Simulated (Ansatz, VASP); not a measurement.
## Two plane-wave programs on K

```
K
1.0
    -2.61800    2.61800    2.61800
     2.61800   -2.61800    2.61800
     2.61800    2.61800   -2.61800
K
1
Direct
  0.00000 0.00000 0.00000
```

Alike in both runs: task relaxation of cell and atoms; functional r2SCAN; k mesh 12 × 12 × 12; occupations gaussian, width 0.1 eV; no spin polarisation.

|  | VASP | Ansatz |
| --- | --- | --- |
| version | VASP 6.6.1 | Ansatz 0.2.0 |
| potentials or method | VASP PAW PBE potentials, release 64 (K_sv), cutoff 600 eV | scalar-relativistic, plane waves, PAW |
| valence electrons in the cell | 9 | 9 |

Ansatz gave:

```
gap on the k mesh at the Fermi level, each at its own relaxed structure (eV) : none
relaxed volume (Å³/atom)                                                     : 76.45
relaxed length of the cell vector where the two differ most in proportion (Å)              : 4.631
```

Problem. Which values does VASP return?

Solution. gap on the k mesh at the Fermi level, each at its own relaxed structure (eV): none; relaxed volume (Å³/atom): 76.38; relaxed length of the cell vector where the two differ most in proportion (Å): 4.629.

VASP's potentials were made for PBE, not for r2SCAN. A gap of «none» marks a metal or a gap that the smearing closes.
